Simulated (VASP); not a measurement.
Input of a VASP 6.6.1 run:

INCAR

```
PREC = Accurate
ENCUT = 600
EDIFF = 1E-6
ISMEAR = 0
SIGMA = 0.1
LREAL = False
LASPH = True
NELM = 80
ALGO = Normal
ISIF = 4
LWAVE = False
LCHARG = False
GGA = PS
IBRION = 2
NSW = 50
EDIFFG = -0.01
```

Contents of KPOINTS:

```
regular mesh
0
Gamma
  18 18 10
```

File POSCAR:

```
Ir
1.0
    2.7730176107      0.0000000000      0.0000000000
   -1.3865088053      2.4015036960      0.0000000000
    0.0000000000      0.0000000000      4.4923309320
Ir
2
Direct
    0.6666666667      0.3333333333      0.7500000000
    0.3333333333      0.6666666667      0.2500000000
```

Potentials or basis: VASP PAW PBE potentials, release 64 (Ir).

The run is started by

```bash
$ cat potpaw_PBE.64/Ir/POTCAR > POTCAR
$ mpirun -np 1 vasp_std > vasp.out
```

**Question.** Predict the band gap on the k mesh.

**Answer.** Zero (bands 9 and 10 overlap by 3.06 eV).

Final structure:
```
CELL_PARAMETERS angstrom
2.77382 0.00000 0.00000
-1.38691 2.40220 0.00000
0.00000 0.00000 4.48972
ATOMIC_POSITIONS crystal
Ir 0.66667 0.33333 0.75000
Ir 0.33333 0.66667 0.25000
```

Caveat: spin-orbit coupling is left out, which moves the levels of the heavy elements.
